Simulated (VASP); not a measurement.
SiC, 2 atoms in the cell. It takes space group F-43m (No. 216, cubic). Conventional cell: a = 4.358 Å, b = 4.358 Å, c = 4.358 Å, α = 90.00°, β = 90.00°, γ = 90.00°. Si (site symmetry -43m) has 4 C at 1.89 Å within 2.5 Å. Within 2.5 Å of C (site symmetry -43m) lie 4 Si at 1.89 Å. 

| Item | Value |
| --- | --- |
| Program | VASP 6.6.1 |
| Task | relaxation of cell and atoms |
| Functional | PBE |
| Potentials or basis | VASP PAW PBE potentials, release 64 (Si, C) |
| Cutoff | 600 eV |
| k mesh | 10 × 10 × 10 |
| Occupations | gaussian, width 0.02 eV |
| Spin | no spin polarisation |
| Dipole correction | no |
| Further INCAR settings | ALGO = Normal; EDIFF = 1e-07; IBRION = 2; EDIFFG = -0.002; NSW = 100; ISIF = 3 |

Potentials or basis: VASP PAW PBE potentials, release 64 (Si, C).

Command:

```sh
$ cat potpaw_PBE.64/Si/POTCAR potpaw_PBE.64/C/POTCAR > POTCAR
$ mpirun -np 1 vasp_std > vasp.out
```

Hardware: 1 thread of Intel(R) Xeon(R) Platinum 8488C (Sapphire Rapids), on a shared host.

Problem. Estimate the wall time of this run.

Solution. It took 16 s on 1 thread of Intel(R) Xeon(R) Platinum 8488C (Sapphire Rapids) (shared host), peak memory 0.15 GiB. Counts: scf iterations 30, k points 47, ion steps 3.
